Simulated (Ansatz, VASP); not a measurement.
**Two plane-wave programs on Al2Ru**

```xyz
6
Lattice="-3.1214 -3.1214 0.0000 -3.1214 3.1214 0.0000 1.5607 1.5607 -4.2116" Properties=species:S:1:pos:R:3 pbc="T T T"
Al   -3.1214    0.0000   -2.8716
Al    0.0000    0.0000   -2.8716
Al   -1.5607    1.5607   -1.3399
Al   -1.5607   -1.5607   -1.3399
Ru   -3.1214    0.0000    0.0000
Ru   -3.1214   -3.1214    0.0000
```

Alike in both runs: functional PBEsol; k mesh 10 × 8 × 10; occupations gaussian, width 0.1 eV; no spin polarisation.

Ansatz relaxed the structure, and its values are those at the end. VASP's run is a single point on that final structure, the one shown.

```csv
,VASP,Ansatz
version,VASP 6.6.1,Ansatz 0.2.0
potentials or method,"VASP PAW PBE potentials, release 64 (Al, Ru_pv), cutoff 520 eV","scalar-relativistic, plane waves, PAW"
valence electrons in the cell,40,44
```

```tsv
	VASP	Ansatz	Ansatz less VASP
gap on the k mesh at the Fermi level (eV)	none	none	-
pressure (GPa)	0.1	0.0	-0.07
```

VASP's potentials were made for PBE, not for PBEsol. A gap of «none» marks a metal or a gap that the smearing closes. With one functional, cell and mesh, what is left measures potentials, basis and numerics. VASP's potentials hold 40 valence electrons a cell and Ansatz's 44, so a difference there can come from the potentials and not from the codes.
